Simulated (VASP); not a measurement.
# Ta2N (P-3m1) in VASP: electric field gradients with PBE+U

Aim: the electric field gradients of Ta2N with PBE+U.

Everything below comes from runs of VASP 6.6.1. Logs are shortened: lines on timing, memory, paths and dates and some standing lists are left out, and cuts for length are marked.

**1. The cell of the first run**

It takes space group P-3m1 (No. 164, trigonal). Conventional cell: a = 3.113 Å, b = 3.113 Å, c = 4.870 Å, α = 90.00°, β = 90.00°, γ = 120.00°. Ta (site symmetry 3m) has 3 N at 2.18 Å within 2.9 Å. Within 2.9 Å of N (site symmetry -3m) lie 6 Ta at 2.18 Å.

**2. Electric field gradients, PBE+U**

INCAR

```
PREC     = Accurate       # precision mode
ENCUT    = 520            # plane-wave cutoff, eV
EDIFF    = 1E-8           # SCF threshold, eV
ISMEAR   = 0              # smearing method
SIGMA    = 0.1            # smearing width, eV
LREAL    = F              # projectors in reciprocal space
LASPH    = T              # aspherical terms in the spheres
NELM     = 200            # most SCF steps
ALGO     = Normal         # electronic algorithm
ISIF     = 2              # what is computed and relaxed
LWAVE    = F              # write WAVECAR
LCHARG   = F              # write CHGCAR
LMAXMIX  = 4              # l up to which the mixer works
LDAU     = T              # DFT+U
LDAUTYPE = 2            
LDAUL    = 2 -1           # shell
LDAUU    = 8.1 0          # U, eV
LDAUJ    = 0 0          
LDAUPRINT= 1            
GGA      = PE             # functional
LEFG     = T            
ISYM     = 0            
NBANDS   = 20             # bands
GGA_COMPAT= F
```

KPOINTS

```
Automatic mesh
0
Gamma
  1 2 1
```

POSCAR

```
Ta2N
1.0
    3.1128615060      0.0000000000      0.0000000000
   -1.5564307530      2.6958171426      0.0000000000
    0.0000000000      0.0000000000      4.8698410000
Ta N
2 1
Direct
    0.6666666667      0.3333333333      0.7452890000
    0.3333333333      0.6666666667      0.2547110000
    0.0000000000      0.0000000000      0.0000000000
```

Potentials or basis: VASP PAW PBE potentials, release 64 (Ta_pv, N).

Started as:

```bash
$ cat potpaw_PBE.64/Ta_pv/POTCAR potpaw_PBE.64/N/POTCAR > POTCAR
$ mpirun -np 1 vasp_std > vasp.out
```

OUTCAR:

```text
PREC = Accurate
   ENCUT = 520
   EDIFF = 1E-8
   ISMEAR = 0
   LREAL = F
   LASPH = T
   NELM = 200
   ISIF = 2
   GGA = PE
   ISYM = 0

 ion  position               nearest neighbor table
   1  0.667  0.333  0.745-   3 2.18   3 2.18   3 2.18   2 2.99   2 2.99   2 2.99   2 3.06   2 3.06
                             2 3.06
   2  0.333  0.667  0.255-   3 2.18   3 2.18   3 2.18   1 2.99   1 2.99   1 2.99   1 3.06   1 3.06
                             1 3.06
   3  0.000  0.000  0.000-   1 2.18   2 2.18   2 2.18   1 2.18   1 2.18   2 2.18

IMPORTANT INFORMATION: All symmetrisations will be switched off!
NOSYMM: (Re-)initialisation of all symmetry stuff for point group C_1.

----------------------------------------------------------------------------------------

                                     Primitive cell

  volume of cell :      40.8663

  direct lattice vectors                    reciprocal lattice vectors
     3.112861506  0.000000000  0.000000000     0.321247829  0.185472520  0.000000000
    -1.556430753  2.695817143  0.000000000     0.000000000  0.370945041  0.000000000
     0.000000000  0.000000000  4.869841000     0.000000000  0.000000000  0.205345513

  length of vectors
     3.112861506  3.112861506  4.869841000     0.370945041  0.370945041  0.205345513

  position of ions in fractional coordinates (direct lattice)
     0.666666667  0.333333333  0.745289000
     0.333333333  0.666666667  0.254711000
     0.000000000  0.000000000  0.000000000

  ion indices of the primitive-cell ions
   primitive index   ion index
                 1           1
                 2           2
                 3           3

----------------------------------------------------------------------------------------

 KPOINTS: Automatic mesh

Automatic generation of k-mesh.
 Grid dimensions read from file:
 generate k-points for:    1    2    1

 Generating k-lattice:

  Cartesian coordinates                     Fractional coordinates (reciprocal lattice)
     0.321247829  0.185472520  0.000000000     1.000000000  0.000000000  0.000000000
     0.000000000  0.185472520  0.000000000     0.000000000  0.500000000  0.000000000
     0.000000000  0.000000000  0.205345513     0.000000000  0.000000000  1.000000000

  Length of vectors
     0.370945041  0.185472520  0.205345513

  Shift w.r.t. Gamma in fractional coordinates (k-lattice)
     0.000000000  0.000000000  0.000000000

 -----------------------------------------------------------------------------
|                                                                             |
|           W    W    AA    RRRRR   N    N  II  N    N   GGGG   !!!           |
|           W    W   A  A   R    R  NN   N  II  NN   N  G    G  !!!           |
|           W    W  A    A  R    R  N N  N  II  N N  N  G       !!!           |
|           W WW W  AAAAAA  RRRRR   N  N N  II  N  N N  G  GGG   !            |
|           WW  WW  A    A  R   R   N   NN  II  N   NN  G    G                |
|           W    W  A    A  R    R  N    N  II  N    N   GGGG   !!!           |
|                                                                             |
|     Your reciprocal lattice and k-lattice belong to different lattice       |
|     classes:                                                                |
|                                                                             |
|        The reciprocal lattice is hexagonal,                                 |
|        whereas your k-lattice is simple orthorhombic.                       |
|                                                                             |
|     Results are often still useful ...                                      |
|                                                                             |
 -----------------------------------------------------------------------------

[... 115 lines left out ...]
 -0.0353  0.0000  0.0000  0.0629 -0.0000
  0.0000 -0.1186 -0.1099 -0.0000  0.3774

spin component  2

  0.0441 -0.0000  0.0000 -0.0353  0.0000
 -0.0000  0.2225 -0.0782  0.0000 -0.1186
  0.0000 -0.0782  0.4046  0.0000 -0.1099
 -0.0353  0.0000  0.0000  0.0629 -0.0000
  0.0000 -0.1186 -0.1099 -0.0000  0.3774

 occupancies and eigenvectors

  o =  0.0169  v =  0.7928 -0.0000 -0.0000  0.6095 -0.0000  0.0000  0.0000  0.0000  0.0000  0.0000      0.0000  0.0000  0.0000  0.0000  0.0000  0.0000  0.0000  0.0000  0.0000  0.0000
  o =  0.0169  v =  0.0000  0.0000  0.0000  0.0000  0.0000  0.7928 -0.0000 -0.0000  0.6095 -0.0000      0.0000  0.0000  0.0000  0.0000  0.0000  0.0000  0.0000  0.0000  0.0000  0.0000
  o =  0.0900  v =  0.6095 -0.0000 -0.0000 -0.7928 -0.0000  0.0000  0.0000  0.0000  0.0000  0.0000      0.0000  0.0000  0.0000  0.0000  0.0000  0.0000  0.0000  0.0000  0.0000  0.0000
  o =  0.0900  v =  0.0000  0.0000  0.0000  0.0000  0.0000  0.6095 -0.0000 -0.0000 -0.7928 -0.0000      0.0000  0.0000  0.0000  0.0000  0.0000  0.0000  0.0000  0.0000  0.0000  0.0000
  o =  0.1072  v =  0.0000  0.7754  0.3879 -0.0000  0.4982  0.0000  0.0000  0.0000  0.0000  0.0000      0.0000  0.0000  0.0000  0.0000  0.0000  0.0000  0.0000  0.0000  0.0000  0.0000
  o =  0.1072  v =  0.0000  0.0000  0.0000  0.0000  0.0000  0.0000  0.7754  0.3879 -0.0000  0.4982      0.0000  0.0000  0.0000  0.0000  0.0000  0.0000  0.0000  0.0000  0.0000  0.0000
  o =  0.3935  v = -0.0000  0.6230 -0.5984  0.0000 -0.5037  0.0000  0.0000  0.0000  0.0000  0.0000      0.0000  0.0000  0.0000  0.0000  0.0000  0.0000  0.0000  0.0000  0.0000  0.0000
  o =  0.3935  v =  0.0000  0.0000  0.0000  0.0000  0.0000 -0.0000  0.6230 -0.5984  0.0000 -0.5037      0.0000  0.0000  0.0000  0.0000  0.0000  0.0000  0.0000  0.0000  0.0000  0.0000
  o =  0.5039  v =  0.0000  0.0000  0.0000  0.0000  0.0000  0.0000 -0.1027 -0.7010 -0.0000  0.7057      0.0000  0.0000  0.0000  0.0000  0.0000  0.0000  0.0000  0.0000  0.0000  0.0000
  o =  0.5039  v =  0.0000 -0.1027 -0.7010 -0.0000  0.7057  0.0000  0.0000  0.0000  0.0000  0.0000      0.0000  0.0000  0.0000  0.0000  0.0000  0.0000  0.0000  0.0000  0.0000  0.0000

 number of electron      26.9999996 magnetization

 Free energy of the ion-electron system (eV)
  ---------------------------------------------------
  ext. energy  EPLUGINS =         0.00000000
  ---------------------------------------------------
  free energy    TOTEN  =       -19.34495186 eV

  energy without entropy =      -19.34495186  energy(sigma->0) =      -19.34495186

 E-fermi :   9.0776     XC(G=0): -12.7802

 val. band max:        8.6266371875   @ k =   0.0000   0.0000   0.0000
 cond. band min:       9.7772471916   @ k =   0.0000   0.0000   0.0000
 fundamental gap:      1.1506100041
 Fermi energy:         9.0775621348

 k-point     1 :       0.0000    0.0000    0.0000
  band No.  band energies     occupation
      1     -28.3698      2.00000
      2     -27.9279      2.00000
      3     -27.8200      2.00000
      4     -27.6296      2.00000
      5     -27.5039      2.00000
      6     -27.4182      2.00000
[... 12 lines left out ...]
     19      11.3048      0.00000
     20      12.6101      0.00000

 k-point     2 :       0.0000    0.5000    0.0000
  band No.  band energies     occupation
      1     -28.5319      2.00000
      2     -28.3531      2.00000
      3     -27.9407      2.00000
      4     -27.8181      2.00000
      5     -27.6500      2.00000
      6     -27.5787      2.00000
[... 12 lines left out ...]
     19      14.4164      0.00000
     20      14.4770      0.00000

------------------------ aborting loop because EDIFF is reached ----------------------------------------

  FORCE on cell =-STRESS in cart. coord.  units (eV):
  Direction    XX          YY          ZZ          XY          YZ          ZX
  --------------------------------------------------------------------------------------
  -------------------------------------------------------------------------------------
  Total       -2.0141711     16.2688673     12.6939002      0.0000081      2.0068711     -0.0000029
  in kB      -78.9663266    637.8269819    497.6690712      0.0003185     78.6801272     -0.0001138
  external PRESSURE =     352.1765755 kB  Pullay stress =       0.0000000 kB

 VOLUME and BASIS-vectors are now :
 -----------------------------------------------------------------------------
  energy-cutoff  :      520.00
  volume of cell :       40.87
      direct lattice vectors                 reciprocal lattice vectors
     3.112861506  0.000000000  0.000000000     0.321247829  0.185472520  0.000000000
    -1.556430753  2.695817143  0.000000000     0.000000000  0.370945041  0.000000000
     0.000000000  0.000000000  4.869841000     0.000000000  0.000000000  0.205345513

 POSITION                                       TOTAL-FORCE (eV/Angst)
 -----------------------------------------------------------------------------------
      1.55643      0.89861      3.62944        -0.000000     -0.421399     -1.320553
     -0.00000      1.79721      1.24040         0.000001      0.421400      1.320555
      0.00000      0.00000      0.00000        -0.000001     -0.000002     -0.000002
 -----------------------------------------------------------------------------------
    total drift:                                0.000000     -0.000000      0.000003

  FREE ENERGIE OF THE ION-ELECTRON SYSTEM (eV)
  ---------------------------------------------------
  free  energy   TOTEN  =       -19.3449518647 eV

  energy  without entropy=      -19.3449518646  energy(sigma->0) =      -19.34495186

 Electric field gradients (V/A^2)
---------------------------------------------------------------------
 ion       V_xx      V_yy      V_zz      V_xy      V_xz      V_yz
---------------------------------------------------------------------
   1     708.627  -386.337  -322.289    -0.001     0.000    10.002
   2     708.627  -386.338  -322.289    -0.000     0.000    10.002
   3     -19.497    66.560   -47.063     0.000    -0.000    22.774
---------------------------------------------------------------------

 Electric field gradients after diagonalization (V/A^2)
 (convention: |V_zz| > |V_xx| > |V_yy|)
----------------------------------------------------------------------
 ion       V_xx      V_yy      V_zz     asymmetry (V_yy - V_xx)/ V_zz
----------------------------------------------------------------------
   1    -387.863  -320.764   708.627       0.095
   2    -387.863  -320.764   708.627       0.095
   3     -51.458   -19.497    70.955       0.450
----------------------------------------------------------------------

           NMR quadrupolar parameters

 Cq : quadrupolar parameter    Cq=e*Q*V_zz/h
 eta: asymmetry parameters     (V_yy - V_xx)/ V_zz
 Q  : nuclear electric quadrupole moment in mb (millibarn)
----------------------------------------------------------------------
 ion       Cq(MHz)       eta       Q (mb)
----------------------------------------------------------------------
   1       1.713       0.095       1.000
   2       1.713       0.095       1.000
   3       0.172       0.450       1.000
----------------------------------------------------------------------
```

Run time: 16 s. Hardware: 1 thread of AMD EPYC 7R43 (Zen 3), shared host; peak memory 0.11 GiB.

What came out:

```yaml
Free_energy: -19.3450 eV
Pressure: 35.2 GPa
Largest_force: 1.386 eV/Å
```

Forces in eV/Å, atoms in the order of the input:
```
Ta   0.000 -0.421 -1.321
Ta   0.000  0.421  1.321
N    0.000  0.000  0.000
```

Stress tensor (GPa, compression positive):
```
-7.90  0.00  0.00
 0.00 63.78  7.87
 0.00  7.87 49.77
```

Levels at points of the mesh, in eV from the Fermi level:
```tsv
k point	band 9	band 10	band 11	band 12	band 13	band 14	band 15	band 16	band 17	band 18
(0.00, 0.00, 0.00)	-6.64	-6.49	-5.90	-2.00	-1.32	-0.45	0.70	0.73	1.17	1.50
(0.00, 0.50, 0.00)	-7.08	-6.21	-5.65	-3.78	-2.65	0.82	2.46	3.16	3.75	5.19
```

Electric field gradients, principal values (V/Å²):
```
atom     least    middle  greatest (by size)
1 Ta  -320.764  -387.863             708.627
2 Ta  -320.764  -387.863             708.627
 3 N   -19.497   -51.458              70.955
```

Eigenvalues of the final occupation matrices:
```
    site  spin  trace               eigenvalues
site 1 d     1   1.11  0.02 0.09 0.11 0.39 0.50
site 1 d     2   1.11  0.02 0.09 0.11 0.39 0.50
site 2 d     1   1.11  0.02 0.09 0.11 0.39 0.50
site 2 d     2   1.11  0.02 0.09 0.11 0.39 0.50
```

Caveat: the k points lie up to 2.33 Å⁻¹ apart; without QUAD_EFG the Cq values of the log hold for a quadrupole moment of 1 mb, not for the nuclei; spin-orbit coupling is left out, which moves the levels of the heavy elements; U without spin polarisation on a metal has little footing; forces of over 1 eV/Å act on the atoms, so gaps and moduli don't describe the material at rest.
